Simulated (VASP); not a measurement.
The system is NbH2.

```xyz
3
Lattice="-0.0456 2.2587 2.2587 2.2587 -0.0456 2.2587 2.2587 2.2587 -0.0456" Properties=species:S:1:pos:R:3 pbc="T T T"
Nb    0.0000    0.0000    0.0000
H     1.1179    1.1179    1.1179
H     3.3538    3.3538    3.3538
```

This cell differs from its parent crystal: equal xy, yz and zx shear strains of -2 %.

Base run:

```yaml
Program: VASP 6.6.1
Functional: LDA
Potentials_or_basis: VASP PAW LDA potentials, release 64 (Nb_sv, H)
Cutoff: 500 eV
k_mesh: 15 × 15 × 15
Occupations: fermi-dirac, width 0.03 eV
Spin: no spin polarisation
```

Its results: pressure -8.1 GPa; largest force 0.171 eV/Å.

Q: The run is repeated on the same cell with these changes: cutoff from 500 eV to 400 eV; further incar settings from ALGO = Normal; EDIFF = 1e-06; NBANDS = 14 to ALGO = Normal; EDIFF = 1e-08; NBANDS = 14. What comes out?

A: Pressure -8.9 GPa; largest force 0.170 eV/Å.
